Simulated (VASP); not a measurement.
**Hf: single point with r2SCAN**

Crystal: Hf.

```
Hf
1.0
    -1.85013    1.85013    1.75988
     1.85013   -1.85013    1.75988
     1.85013    1.85013   -1.75988
Hf
1
Direct
  0.00000 0.00000 0.00000
```

This cell differs from its parent crystal: strain +0.025 along x and y, -0.025 along z.

```yaml
Program: VASP 6.6.1
Task: single point
Functional: r2SCAN
Potentials_or_basis: VASP PAW PBE potentials, release 64 (Hf_pv)
Cutoff: 520 eV
k_mesh: 18 × 18 × 18
Occupations: gaussian, width 0.15 eV
Spin: no spin polarisation
```

| Property | Result |
| --- | --- |
| Pressure | -7.7 GPa |
| Band gap on the k mesh | zero (bands 5 and 6 overlap by 2.27 eV) |

Stress tensor (GPa, compression positive):
```
-6.68  0.00  0.00
 0.00 -6.68  0.00
 0.00  0.00 -9.83
```

Levels at points of the mesh, in eV from the Fermi level:
```
           k point  band 1  band 2  band 3  band 4  band 5  band 6  band 7  band 8  band 9  band 10
(0.00, 0.00, 0.00)  -31.32  -31.32  -31.31   -7.16    1.31    1.89    1.89    3.89    4.65    11.81
(0.50, 0.00, 0.00)  -31.96  -31.53  -31.33   -3.23   -0.47    0.69    4.23    5.30    7.27     9.82
(0.50, 0.50, 0.00)  -31.97  -31.50  -31.30   -3.34    0.12    0.39    3.64    4.83    7.20     9.60
(0.50, 0.50, 0.50)  -31.79  -31.79  -31.72   -2.46   -2.35    6.48    6.48    6.49    6.49     6.61
```

Run time: 4.5 min on 1 thread of Intel(R) Xeon(R) Platinum 8259CL CPU @ 2.50GHz (Skylake/Cascade Lake) (shared host), peak memory 0.25 GiB.

Caveat: the cell differs from its parent crystal (strain +0.025 along x and y, -0.025 along z); the cell stands under tension; the PAW data sets were made with another functional, which shifts forces and pressure a little; spin-orbit coupling is left out, which moves the levels of the heavy elements.
